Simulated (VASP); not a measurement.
# CdS (P6_3mc) in VASP: a series of runs

Runs on CdS. Level: LDA. Tasks: single point.

Everything below comes from runs of VASP 6.6.1. Logs are shortened: lines on timing, memory, paths and dates and some standing lists are left out, and cuts for length are marked.

## Step 1: The cell of the first run

It takes space group P6_3mc (No. 186, hexagonal). The conventional cell has a = 4.074 Å, b = 4.074 Å, c = 6.638 Å, α = 90.00°, β = 90.00°, γ = 120.00°. Cd (site symmetry 3m) has 4 S at 2.49 to 2.50 Å within 3.3 Å. S (site symmetry 3m) has 4 Cd at 2.49 to 2.50 Å within 3.3 Å.

## Step 2: Single point, LDA

File INCAR:

```
  ALGO = Normal
  EDIFF = 1E-7
  ENCUT = 520
  ISIF = 2
  ISMEAR = -1
  LASPH = T
  LCHARG = F
  LREAL = F
  LWAVE = F
  NBANDS = 26
  NELM = 80
  PREC = Accurate
  SIGMA = 0.02
```

File KPOINTS:

```
k-points
0
Gamma
  7 7 4
```

File POSCAR:

```
CdS
1.0
    4.0737753715      0.0000000000      0.0000000000
   -2.0368876858      3.5279929611      0.0000000000
    0.0000000000      0.0000000000      6.6378438652
Cd S
2 2
Direct
    0.3333333333      0.6666666667     -0.0005569989
    0.6666666667      0.3333333333      0.4994430011
    0.3333333333      0.6666666667      0.3755569989
    0.6666666667      0.3333333333      0.8755569989
```

Potentials or basis: VASP PAW LDA potentials, release 64 (Cd, S).

Run with:

```
$ cat potpaw_LDA.64/Cd/POTCAR potpaw_LDA.64/S/POTCAR > POTCAR
$ mpirun -np 1 vasp_std > vasp.out
```

OUTCAR:

```text
EDIFF = 1E-7
   ENCUT = 520
   ISIF = 2
   ISMEAR = -1
   LASPH = T
   LREAL = F
   NELM = 80
   PREC = Accurate

 ion  position               nearest neighbor table
   1  0.333  0.667  0.999-   4 2.49   4 2.49   4 2.49   3 2.50
   2  0.667  0.333  0.499-   3 2.49   3 2.49   3 2.49   4 2.50
   3  0.333  0.667  0.376-   2 2.49   2 2.49   2 2.49   1 2.50
   4  0.667  0.333  0.876-   1 2.49   1 2.49   1 2.49   2 2.50

  LATTYP: Found a hexagonal cell.
 ALAT       =     4.0737753715
 C/A-ratio  =     1.6294084135

  Lattice vectors:

 A1 = (   4.0737753715,   0.0000000000,   0.0000000000)
 A2 = (  -2.0368876858,   3.5279929611,   0.0000000000)
 A3 = (   0.0000000000,   0.0000000000,   6.6378438652)

Analysis of symmetry for initial positions (statically):
=====================================================================
 Subroutine PRICEL returns:
 Original cell was already a primitive cell.

 Routine SETGRP: Setting up the symmetry group for a
 hexagonal supercell.

 Subroutine GETGRP returns: Found 12 space group operations
 (whereof  6 operations were pure point group operations)
 out of a pool of 24 trial point group operations.

The static configuration has the point symmetry C_3v.
 The point group associated with its full space group is C_6v.

Analysis of symmetry for dynamics (positions and initial velocities):
=====================================================================
 Subroutine PRICEL returns:
 Original cell was already a primitive cell.

 Routine SETGRP: Setting up the symmetry group for a
 hexagonal supercell.

 Subroutine GETGRP returns: Found 12 space group operations
 (whereof  6 operations were pure point group operations)
 out of a pool of 24 trial point group operations.

The dynamic configuration has the point symmetry C_3v.
 The point group associated with its full space group is C_6v.

 Subroutine INISYM returns: Found 12 space group operations
 (whereof  6 operations are pure point group operations),
 and found     1 'primitive' translations

----------------------------------------------------------------------------------------

                                     Primitive cell

  volume of cell :      95.4008

  direct lattice vectors                    reciprocal lattice vectors
     4.073775372  0.000000000  0.000000000     0.245472543  0.141723639  0.000000000
    -2.036887686  3.527992961  0.000000000     0.000000000  0.283447278  0.000000000
     0.000000000  0.000000000  6.637843865     0.000000000  0.000000000  0.150651329

  length of vectors
     4.073775372  4.073775372  6.637843865     0.283447278  0.283447278  0.150651329

  position of ions in fractional coordinates (direct lattice)
     0.333333333  0.666666667  0.999443001
     0.666666667  0.333333333  0.499443001
     0.333333333  0.666666667  0.375556999
     0.666666667  0.333333333  0.875556999

  ion indices of the primitive-cell ions
   primitive index   ion index
                 1           1
                 2           2
                 3           3
                 4           4

----------------------------------------------------------------------------------------

 KPOINTS: k-points

Automatic generation of k-mesh.
 Grid dimensions read from file:
 generate k-points for:    7    7    4

 Generating k-lattice:

  Cartesian coordinates                     Fractional coordinates (reciprocal lattice)
     0.035067506  0.020246234  0.000000000     0.142857143  0.000000000  0.000000000
     0.000000000  0.040492468  0.000000000     0.000000000  0.142857143  0.000000000
     0.000000000  0.000000000  0.037662832     0.000000000  0.000000000  0.250000000

  Length of vectors
     0.040492468  0.040492468  0.037662832

  Shift w.r.t. Gamma in fractional coordinates (k-lattice)
     0.000000000  0.000000000  0.000000000

 Subroutine IBZKPT returns following result:
 ===========================================

 Found     24 irreducible k-points:

 Following reciprocal coordinates:
            Coordinates               Weight
  0.000000  0.000000  0.000000      1.000000
  0.142857  0.000000  0.000000      6.000000
  0.285714 -0.000000  0.000000      6.000000
  0.428571 -0.000000  0.000000      6.000000
  0.142857  0.142857  0.000000      6.000000
  0.285714  0.142857  0.000000     12.000000
[... 16 lines left out ...]
  0.428571  0.142857  0.500000      6.000000
  0.285714  0.285714  0.500000      6.000000
   k-points           NKPTS =     24   k-points in BZ     NKDIM =     24   number of bands    NBANDS=     26
   number of dos      NEDOS =    301   number of ions     NIONS =      4
   total plane-waves  NPLWV =  45000
   dimension x,y,z NGX =    30 NGY =   30 NGZ =   50
   dimension x,y,z NGXF=    60 NGYF=   60 NGZF=  100
   ions per type =               2   2
   NGX,Y,Z   is equivalent  to a cutoff of  12.24, 12.24, 12.52 a.u.
   NGXF,Y,Z  is equivalent  to a cutoff of  24.49, 24.49, 25.05 a.u.
 SYSTEM =  unknown system
   PREC   = accura    normal or accurate (medium, high low for compatibility)
   ISTART =      0    job   : 0-new  1-cont  2-samecut
   ICHARG =      2    charge: 1-file 2-atom 10-const
   ISPIN  =      1    spin polarized calculation?
   LNONCOLLINEAR =      F non collinear calculations
   LSORBIT =      F    spin-orbit coupling
   LASPH  =      T    aspherical Exc in radial PAW
   ENCUT  =  520.0 eV  38.22 Ry    6.18 a.u.   7.57  7.57 12.34*2*pi/ulx,y,z
   NELM   =     80;   NELMIN=  2; NELMDL= -5     # of ELM steps
   EDIFF  = 0.1E-06   stopping-criterion for ELM
   LREAL  =      F    real-space projection
   EDIFFG = 0.1E-05   stopping-criterion for IOM
   NSW    =      0    number of steps for IOM
   IBRION =     -1    ionic relax: 0-MD 1-quasi-New 2-CG
   NFREE  =      0    steps in history (QN), initial steepest desc. (CG)
   ISIF   =      2    stress and relaxation
   ISYM   =      2    0-nonsym 1-usesym 2-fastsym
   POTIM  = 0.5000    time-step for ionic-motion
   TEBEG  =    0.0;   TEEND  =   0.0 temperature during run
   PSTRESS=    0.0 pullay stress
   NELECT =      36.0000    total number of electrons
   NUPDOWN=      -1.0000    fix difference up-down
   EMIN   =  10.00;   EMAX   =-10.00  energy-range for DOS
   EFERMI =   0.00;   METHOD = LEGACY
   ISMEAR =    -1;   SIGMA  =   0.02  broadening in eV -4-tet -1-fermi 0-gaus
   EFERMI_NEDOS =   21; number of points for ismear=-14 and -15
   IALGO  =     38    algorithm
   IMIX   =      4    mixing-type and parameters
     AMIX     =   0.40;   BMIX     =  1.00
     AMIX_MAG =   1.60;   BMIX_MAG =  1.00
  volume/ion in A,a.u.               =      23.85       160.95
  Fermi-wavevector in a.u.,A,eV,Ry     =   1.183019  2.235582 19.041816  1.399534
  Thomas-Fermi vector in A             =   2.319262
   LORBIT       =      0    0 simple, 1 ext, 2 COOP (PROOUT), +10 PAW based schemes
   GGA     = CA    functional components
   LHFCALC =     F    Hartree Fock is set to
   AEXX    =    0.0000 exact exchange contribution
   IVDW    =     0    specifies the selected vdW correction
   LEPSILON=     F    determine dielectric tensor
   LRPA    =     F    only Hartree local field effects (RPA)
 non-spin polarized calculation
  energy-cutoff  :      520.00
  volume of cell :       95.40
 maximum number of plane-waves:      2593
 NGX is ok and might be reduce to    30
   NGX = 15   NGY = 15   NGZ = 25

 number of electron      36.0000024 magnetization

 Free energy of the ion-electron system (eV)
  ---------------------------------------------------
  ext. energy  EPLUGINS =         0.00000000
  ---------------------------------------------------
  free energy    TOTEN  =       -14.81679169 eV

  energy without entropy =      -14.81679169  energy(sigma->0) =      -14.81679169

 E-fermi :   1.9396     XC(G=0):  -9.7601

 val. band max:        1.4811180221   @ k =   0.0000   0.0000   0.0000
 cond. band min:       2.5371268684   @ k =   0.0000   0.0000   0.0000
 fundamental gap:      1.0560088463
 Fermi energy:         1.9396140098

 k-point     1 :       0.0000    0.0000    0.0000
  band No.  band energies     occupation
      1     -11.1337      2.00000
      2     -10.6453      2.00000
      3      -6.4379      2.00000
      4      -6.4275      2.00000
      5      -6.4275      2.00000
      6      -6.3337      2.00000
[... 18 lines left out ...]
     25       8.9415      0.00000
     26       9.0705      0.00000

 k-point     2 :       0.1429    0.0000    0.0000
  band No.  band energies     occupation
      1     -11.0530      2.00000
      2     -10.6102      2.00000
      3      -6.4123      2.00000
      4      -6.3952      2.00000
      5      -6.3745      2.00000
      6      -6.2965      2.00000
[... 18 lines left out ...]
     25       8.8869      0.00000
     26       9.3990      0.00000

 k-point     3 :       0.2857   -0.0000    0.0000
  band No.  band energies     occupation
      1     -10.8610      2.00000
      2     -10.5402      2.00000
      3      -6.3561      2.00000
      4      -6.3359      2.00000
      5      -6.2370      2.00000
      6      -6.1825      2.00000
[... 18 lines left out ...]
     25       9.5670      0.00000
     26       9.8986      0.00000

 k-point     4 :       0.4286   -0.0000    0.0000
  band No.  band energies     occupation
      1     -10.6858      2.00000
      2     -10.5044      2.00000
      3      -6.3296      2.00000
      4      -6.3057      2.00000
      5      -6.1292      2.00000
      6      -6.1009      2.00000
[... 18 lines left out ...]
     25       9.7599      0.00000
     26      11.2382      0.00000
[... 496 lines left out ...]
      1     -10.6070      2.00000
      2     -10.6070      2.00000
      3      -6.2756      2.00000
      4      -6.2756      2.00000
      5      -6.2181      2.00000
      6      -6.2181      2.00000
[... 18 lines left out ...]
     25       9.5701      0.00000
     26       9.5701      0.00000

 k-point    23 :       0.4286    0.1429    0.5000
  band No.  band energies     occupation
      1     -10.5539      2.00000
      2     -10.5539      2.00000
      3      -6.2697      2.00000
      4      -6.2697      2.00000
      5      -6.1979      2.00000
      6      -6.1979      2.00000
[... 18 lines left out ...]
     25      10.1431      0.00000
     26      10.1431      0.00000

 k-point    24 :       0.2857    0.2857    0.5000
  band No.  band energies     occupation
      1     -10.5419      2.00000
      2     -10.5419      2.00000
      3      -6.2387      2.00000
      4      -6.2387      2.00000
      5      -6.2024      2.00000
      6      -6.2024      2.00000
[... 18 lines left out ...]
     25      10.0477      0.00000
     26      10.0477      0.00000

------------------------ aborting loop because EDIFF is reached ----------------------------------------

  FORCE on cell =-STRESS in cart. coord.  units (eV):
  Direction    XX          YY          ZZ          XY          YZ          ZX
  --------------------------------------------------------------------------------------
  -------------------------------------------------------------------------------------
  Total        0.3310010      0.3310010      0.3272153     -0.0000000     -0.0000000      0.0000000
  in kB        5.5588894      5.5588894      5.4953124     -0.0000000     -0.0000000      0.0000000
  external PRESSURE =       5.5376971 kB  Pullay stress =       0.0000000 kB

 VOLUME and BASIS-vectors are now :
 -----------------------------------------------------------------------------
  energy-cutoff  :      520.00
  volume of cell :       95.40
      direct lattice vectors                 reciprocal lattice vectors
     4.073775372  0.000000000  0.000000000     0.245472543  0.141723639  0.000000000
    -2.036887686  3.527992961  0.000000000     0.000000000  0.283447278  0.000000000
     0.000000000  0.000000000  6.637843865     0.000000000  0.000000000  0.150651329

 POSITION                                       TOTAL-FORCE (eV/Angst)
 -----------------------------------------------------------------------------------
     -0.00000      2.35200      6.63415         0.000000      0.000000      0.002116
      2.03689      1.17600      3.31522        -0.000000      0.000000      0.002116
     -0.00000      2.35200      2.49289         0.000000     -0.000000     -0.002116
      2.03689      1.17600      5.81181        -0.000000      0.000000     -0.002116
 -----------------------------------------------------------------------------------
    total drift:                                0.000000      0.000000      0.000993

  FREE ENERGIE OF THE ION-ELECTRON SYSTEM (eV)
  ---------------------------------------------------
  free  energy   TOTEN  =       -14.8167916945 eV

  energy  without entropy=      -14.8167916945  energy(sigma->0) =      -14.81679169
```

Wall time 34 s (1 thread of Intel Xeon 6975P-C (Granite Rapids), shared host); peak memory 0.19 GiB.

What came out:

- Free energy: -14.8168 eV
- Pressure: 0.6 GPa
- Band gap on the k mesh: 1.06 eV

Forces in eV/Å, atoms in the order of the input:
```
Cd   0.000  0.000  0.002
Cd   0.000  0.000  0.002
S    0.000  0.000 -0.002
S    0.000  0.000 -0.002
```

## Step 3: Single point, LDA

File INCAR:

```
  ALGO = Normal
  EDIFF = 1E-6
  ENCUT = 520
  ISIF = 2
  ISMEAR = -1
  LASPH = True
  LCHARG = False
  LREAL = False
  LWAVE = False
  NBANDS = 26
  NELM = 100
  PREC = Accurate
  SIGMA = 0.02
```

KPOINTS is that of step 2.

File POSCAR:

```
CdS
1.0
    4.0743624770      0.0000000000      0.0000000000
   -2.0371812385      3.5285014093      0.0000000000
    0.0000000000      0.0000000000      6.6387093423
Cd S
2 2
Direct
    0.3333333333      0.6666666667     -0.0005586058
    0.6666666667      0.3333333333      0.4994413942
    0.3333333333      0.6666666667      0.3755586058
    0.6666666667      0.3333333333      0.8755586058
```

Potentials or basis: VASP PAW LDA potentials, release 64 (Cd, S).

Run with:

```
$ cat potpaw_LDA.64/Cd/POTCAR potpaw_LDA.64/S/POTCAR > POTCAR
$ mpirun -np 1 vasp_std > vasp.out
```

It took 34 s on 1 thread of Intel Xeon 6975P-C (Granite Rapids), shared host; peak memory 0.19 GiB.

Results (log left out):

* Free energy: -14.8169 eV
* Pressure: 0.5 GPa
* Band gap on the k mesh: 1.05 eV

Forces in eV/Å, atoms in the order of the input:
```
Cd   0.000  0.000  0.002
Cd   0.000  0.000  0.002
S    0.000  0.000 -0.002
S    0.000  0.000 -0.002
```

Levels at points of the mesh, in eV from the valence-band top:
```
           k point  band 16  band 17  band 18  band 19  band 20  band 21
(0.00, 0.00, 0.00)    -0.06     0.00     0.00     1.05     2.63     6.29
(0.00, 0.00, 0.50)    -0.43    -0.43    -0.43     2.73     2.73     6.02
```
